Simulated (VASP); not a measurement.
# Fe (P6/mmm) in VASP: relaxation of cell and atoms with PBE

Aim: the relaxation of cell and atoms of Fe with PBE.

Program: VASP 6.6.1. These are calculated values, not measurements. Logs are shortened: lines on timing, memory, paths and dates and some standing lists are left out, and cuts for length are marked.

**1. The cell of the first run**

The structure is hexagonal, space group P6/mmm (No. 191). Conventional cell: a = 4.192 Å, b = 4.192 Å, c = 2.372 Å, α = 90.00°, β = 90.00°, γ = 120.00°. Within 3.1 Å of Fe (site symmetry 6/mmm) lie 14 Fe at 2.37 to 2.70 Å. Within 3.1 Å of Fe (site symmetry -6m2) lie 11 Fe at 2.37 to 2.70 Å.

This isn't the form of Fe at room conditions, which is bcc.

**2. Relaxation of cell and atoms, PBE, collinear spin, ferromagnetic start**

INCAR reads:

```
SYSTEM = Fe
ALGO = Fast ; EDIFF = 1E-6
EDIFFG = -0.01 ; ENCUT = 600
GGA = PE ; IBRION = 2
ISIF = 3 ; ISMEAR = 0
ISPIN = 2 ; KPAR = 4
LASPH = .True. ; LCHARG = .False.
LMAXMIX = 4 ; LORBIT = 11
LREAL = .False. ; LWAVE = .False.
MAGMOM = 2.79 2.79 2.79 ; NELM = 150
NSW = 100 ; PREC = Accurate
SIGMA = 0.1
```

KPOINTS reads:

```
k-points
0
Gamma
  12 12 20
  0 0 0
```

POSCAR reads:

```
Fe
1.0
    4.1924280101      0.0000000000      0.0000000000
   -2.0962140050      3.6307491603      0.0000000000
    0.0000000000      0.0000000000      2.3722362369
Fe
3
Direct
    0.0000000000      0.0000000000      0.0000000000
    0.3333333333      0.6666666667      0.5000000000
    0.6666666667      0.3333333333      0.5000000000
```

Potentials or basis: VASP PAW PBE potentials, release 64 (Fe).

Started as:

```sh
$ cat potpaw_PBE.64/Fe/POTCAR > POTCAR
$ mpirun -np 4 vasp_std > vasp.out
```

OUTCAR:

```text
SYSTEM = Fe
   EDIFF = 1E-6
   EDIFFG = -0.01
   ENCUT = 600
   GGA = PE
   IBRION = 2
   ISIF = 3
   ISMEAR = 0
   ISPIN = 2
   LASPH = .True.
   LORBIT = 11
   LREAL = .False.
   NELM = 150
   NSW = 100
   PREC = Accurate

 ion  position               nearest neighbor table
   1  0.000  0.000  0.000-   2 2.70   3 2.70   2 2.70   3 2.70   2 2.70   2 2.70   3 2.70   3 2.70
                             3 2.70   3 2.70   2 2.70   2 2.70
   2  0.333  0.667  0.500-   3 2.42   3 2.42   3 2.42   1 2.70   1 2.70   1 2.70   1 2.70   1 2.70
                             1 2.70
   3  0.667  0.333  0.500-   2 2.42   2 2.42   2 2.42   1 2.70   1 2.70   1 2.70   1 2.70   1 2.70
                             1 2.70

  LATTYP: Found a hexagonal cell.
 ALAT       =     4.1924280101
 C/A-ratio  =     0.5658382759

  Lattice vectors:

 A1 = (   4.1924280101,   0.0000000000,   0.0000000000)
 A2 = (  -2.0962140050,   3.6307491603,   0.0000000000)
 A3 = (   0.0000000000,   0.0000000000,   2.3722362369)

Analysis of symmetry for initial positions (statically):
=====================================================================
 Subroutine PRICEL returns:
 Original cell was already a primitive cell.

 Routine SETGRP: Setting up the symmetry group for a
 hexagonal supercell.

 Subroutine GETGRP returns: Found 24 space group operations
 (whereof 24 operations were pure point group operations)
 out of a pool of 24 trial point group operations.

The static configuration has the point symmetry D_6h.

Analysis of symmetry for dynamics (positions and initial velocities):
=====================================================================
 Subroutine PRICEL returns:
 Original cell was already a primitive cell.

 Routine SETGRP: Setting up the symmetry group for a
 hexagonal supercell.

 Subroutine GETGRP returns: Found 24 space group operations
 (whereof 24 operations were pure point group operations)
 out of a pool of 24 trial point group operations.

The dynamic configuration has the point symmetry D_6h.

Analysis of structural, dynamic, and magnetic symmetry:
=====================================================================
 Subroutine PRICEL returns:
 Original cell was already a primitive cell.

 Routine SETGRP: Setting up the symmetry group for a
 hexagonal supercell.

 Subroutine GETGRP returns: Found 24 space group operations
 (whereof 24 operations were pure point group operations)
 out of a pool of 24 trial point group operations.

The overall configuration has the point symmetry D_6h.

 Subroutine INISYM returns: Found 24 space group operations
 (whereof 24 operations are pure point group operations),
 and found     1 'primitive' translations

----------------------------------------------------------------------------------------

                                     Primitive cell

  volume of cell :      36.1094

  direct lattice vectors                    reciprocal lattice vectors
     4.192428010  0.000000000  0.000000000     0.238525264  0.137712626  0.000000000
    -2.096214005  3.630749160  0.000000000     0.000000000  0.275425251  0.000000000
     0.000000000  0.000000000  2.372236237     0.000000000  0.000000000  0.421543177

  length of vectors
     4.192428010  4.192428010  2.372236237     0.275425251  0.275425251  0.421543177

  position of ions in fractional coordinates (direct lattice)
     0.000000000  0.000000000  0.000000000
     0.333333333  0.666666667  0.500000000
     0.666666667  0.333333333  0.500000000

  ion indices of the primitive-cell ions
   primitive index   ion index
                 1           1
                 2           2
                 3           3

----------------------------------------------------------------------------------------

 KPOINTS: k-points

Automatic generation of k-mesh.
 Grid dimensions read from file:
 generate k-points for:   12   12   20

 Generating k-lattice:

  Cartesian coordinates                     Fractional coordinates (reciprocal lattice)
     0.019877105  0.011476052  0.000000000     0.083333333  0.000000000  0.000000000
     0.000000000  0.022952104  0.000000000     0.000000000  0.083333333  0.000000000
     0.000000000  0.000000000  0.021077159     0.000000000  0.000000000  0.050000000

  Length of vectors
     0.022952104  0.022952104  0.021077159

  Shift w.r.t. Gamma in fractional coordinates (k-lattice)
     0.000000000  0.000000000  0.000000000

 Subroutine IBZKPT returns following result:
 ===========================================

 Found    209 irreducible k-points:

 Following reciprocal coordinates:
            Coordinates               Weight
  0.000000  0.000000  0.000000      1.000000
  0.083333 -0.000000  0.000000      6.000000
  0.166667 -0.000000  0.000000      6.000000
  0.250000 -0.000000  0.000000      6.000000
  0.333333 -0.000000  0.000000      6.000000
  0.416667  0.000000  0.000000      6.000000
[... 16 lines left out ...]
  0.250000 -0.000000  0.050000     12.000000
  0.333333 -0.000000  0.050000     12.000000
 [... further k-points ...]
   k-points           NKPTS =    209   k-points in BZ     NKDIM =    209   number of bands    NBANDS=     20
   number of dos      NEDOS =    301   number of ions     NIONS =      3
   total plane-waves  NPLWV =  25920
   dimension x,y,z NGX =    36 NGY =   36 NGZ =   20
   dimension x,y,z NGXF=    72 NGYF=   72 NGZF=   40
   ions per type =               3
   NGX,Y,Z   is equivalent  to a cutoff of  14.28, 14.28, 14.02 a.u.
   NGXF,Y,Z  is equivalent  to a cutoff of  28.55, 28.55, 28.03 a.u.
 SYSTEM =  Fe
   PREC   = accura    normal or accurate (medium, high low for compatibility)
   ISTART =      0    job   : 0-new  1-cont  2-samecut
   ICHARG =      2    charge: 1-file 2-atom 10-const
   ISPIN  =      2    spin polarized calculation?
   LNONCOLLINEAR =      F non collinear calculations
   LSORBIT =      F    spin-orbit coupling
   LASPH  =      T    aspherical Exc in radial PAW
   ENCUT  =  600.0 eV  44.10 Ry    6.64 a.u.   8.37  8.37  4.74*2*pi/ulx,y,z
   NELM   =    150;   NELMIN=  2; NELMDL= -5     # of ELM steps
   EDIFF  = 0.1E-05   stopping-criterion for ELM
   LREAL  =      F    real-space projection
   EDIFFG = -.1E-01   stopping-criterion for IOM
   NSW    =    100    number of steps for IOM
   IBRION =      2    ionic relax: 0-MD 1-quasi-New 2-CG
   NFREE  =      1    steps in history (QN), initial steepest desc. (CG)
   ISIF   =      3    stress and relaxation
   ISYM   =      2    0-nonsym 1-usesym 2-fastsym
   POTIM  = 0.5000    time-step for ionic-motion
   TEBEG  =    0.0;   TEEND  =   0.0 temperature during run
   PSTRESS=    0.0 pullay stress
   NELECT =      24.0000    total number of electrons
   NUPDOWN=      -1.0000    fix difference up-down
   EMIN   =  10.00;   EMAX   =-10.00  energy-range for DOS
   EFERMI =   0.00;   METHOD = LEGACY
   ISMEAR =     0;   SIGMA  =   0.10  broadening in eV -4-tet -1-fermi 0-gaus
   EFERMI_NEDOS =   21; number of points for ismear=-14 and -15
   IALGO  =     68    algorithm
   IMIX   =      4    mixing-type and parameters
     AMIX     =   0.40;   BMIX     =  1.00
     AMIX_MAG =   1.60;   BMIX_MAG =  1.00
  volume/ion in A,a.u.               =      12.04        81.23
  Fermi-wavevector in a.u.,A,eV,Ry     =   1.428692  2.699837 27.771683  2.041161
  Thomas-Fermi vector in A             =   2.548726
   LORBIT       =     11    0 simple, 1 ext, 2 COOP (PROOUT), +10 PAW based schemes
   GGA     = PE    functional components
   LHFCALC =     F    Hartree Fock is set to
   AEXX    =    0.0000 exact exchange contribution
   IVDW    =     0    specifies the selected vdW correction
   LEPSILON=     F    determine dielectric tensor
   LRPA    =     F    only Hartree local field effects (RPA)
 conjugate gradient relaxation of ions
 spin polarized calculation
 RMM-DIIS sequential band-by-band and
 Gauss-broadening in eV      SIGMA  =   0.10
  energy-cutoff  :      600.00
  volume of cell :       36.11
 maximum number of plane-waves:      1251
 NGX is ok and might be reduce to    36
   NGX = 17   NGY = 17   NGZ =  9

--------------------------------------- Ionic step        1  -------------------------------------------

 number of electron      24.0000008 magnetization       7.4715127

 Free energy of the ion-electron system (eV)
  ---------------------------------------------------
  ext. energy  EPLUGINS =         0.00000000
  ---------------------------------------------------
  free energy    TOTEN  =       -24.13127474 eV

  energy without entropy =      -24.11682077  energy(sigma->0) =      -24.12404775

------------------------ aborting loop because EDIFF is reached ----------------------------------------

  FORCE on cell =-STRESS in cart. coord.  units (eV):
  Direction    XX          YY          ZZ          XY          YZ          ZX
  --------------------------------------------------------------------------------------
  -------------------------------------------------------------------------------------
  Total       -0.2766497     -0.2766497     -0.0422187     -0.0000000     -0.0000000     -0.0000000
  in kB      -12.2749870    -12.2749870     -1.8732499     -0.0000000     -0.0000000     -0.0000000
  external PRESSURE =      -8.8077413 kB  Pullay stress =       0.0000000 kB
[... 170 lines left out ...]
  energy  without entropy=      -24.1172747249  energy(sigma->0) =      -24.12466091

--------------------------------------- Ionic step        6  -------------------------------------------

 number of electron      24.0000010 magnetization       7.4295148

 Free energy of the ion-electron system (eV)
  ---------------------------------------------------
  ext. energy  EPLUGINS =         0.00000000
  ---------------------------------------------------
  free energy    TOTEN  =       -24.13204972 eV

  energy without entropy =      -24.11729201  energy(sigma->0) =      -24.12467087

 E-fermi :   5.5900     XC(G=0): -12.8041

 val. band max:        5.5868814458   @ k =   0.2500   0.2500   0.0500
 cond. band min:       5.5927676465   @ k =   0.0833   0.0833   0.2500
 fundamental gap:      0.0058862007
 Fermi energy:         5.5899756359

 spin component 1

 k-point     1 :       0.0000    0.0000    0.0000
  band No.  band energies     occupation
      1      -2.8478      1.00000
      2       1.1449      1.00000
      3       2.2609      1.00000
      4       2.2609      1.00000
      5       2.3142      1.00000
      6       2.3936      1.00000
[... 12 lines left out ...]
     19      11.2332      0.00000
[... 515 lines left out ...]
      6       2.4391      1.00000
[... 12 lines left out ...]
     19      11.7396      0.00000
     20      16.6668      0.00000

 [... further k-points ...]

 spin component 2

 k-point     1 :       0.0000    0.0000    0.0000
  band No.  band energies     occupation
      1      -2.5970      1.00000
      2       2.6596      1.00000
      3       3.8924      1.00000
      4       3.8924      1.00000
      5       3.8967      1.00000
      6       3.8967      1.00000
[... 12 lines left out ...]
     19      12.5047      0.00000
[... 560 lines left out ...]
  FREE ENERGIE OF THE ION-ELECTRON SYSTEM (eV)
  ---------------------------------------------------
  free  energy   TOTEN  =       -24.1320497212 eV

  energy  without entropy=      -24.1172920127  energy(sigma->0) =      -24.12467087

 reached required accuracy - stopping structural energy minimisation

 total charge

# of ion       s       p       d       tot
------------------------------------------
    1        0.462   0.495   6.183   7.141
    2        0.484   0.492   6.241   7.217
    3        0.484   0.492   6.241   7.217
--------------------------------------------------
tot          1.431   1.479  18.665  21.574

 magnetization (x)

# of ion       s       p       d       tot
------------------------------------------
    1       -0.010  -0.049   2.618   2.559
    2       -0.011  -0.030   2.469   2.429
    3       -0.011  -0.030   2.469   2.429
--------------------------------------------------
tot         -0.032  -0.108   7.557   7.417
```

Wall time 11 min (4 MPI ranks of Oxide Virtual Turin-like, shared host); peak memory 0.36 GiB.

What came out:

| Quantity | Value |
| --- | --- |
| Free energy | -24.1320 eV |
| Relaxed volume | 11.96 Å³/atom |
| Relaxed cell | a = 4.180 Å, b = 4.180 Å, c = 2.371 Å, α = 90.00°, β = 90.00°, γ = 120.00° |
| Space group after relaxing (to 0.1 Å) | P6/mmm (No. 191) |
| Energy gained by relaxing | 0.3 meV/atom |
| Ionic steps | 6 |
| Pressure after relaxing | 0.1 GPa |
| Net moment | 7.43 μB per cell |
| Site moments | Fe +2.56, +2.43 (each value once) μB |
| Valence electrons inside the program's atomic spheres | Fe 7.14, 7.22 (each value once) |

Stress tensor (GPa, compression positive):
```
0.02 0.00 0.00
0.00 0.02 0.00
0.00 0.00 0.13
```

The path:
```csv
step,energy change (eV),largest force (eV/Å),pressure (GPa),volume (Å³)
1,0.0000,0.0000,-0.88,36.11
2,-0.0005,0.0000,0.48,35.76
3,-0.0008,0.0000,-0.11,35.89
4,-0.0008,0.0000,0.12,35.86
5,-0.0008,0.0000,0.12,35.87
6,-0.0008,0.0000,0.05,35.88
```

Final structure:
```xyz
3
Lattice="4.1801 0.0000 0.0000 -2.0901 3.6201 0.0000 0.0000 0.0000 2.3712" Properties=species:S:1:pos:R:3 pbc="T T T"
Fe    0.0000    0.0000    0.0000
Fe    0.0000    2.4134    1.1856
Fe    2.0901    1.2067    1.1856
```
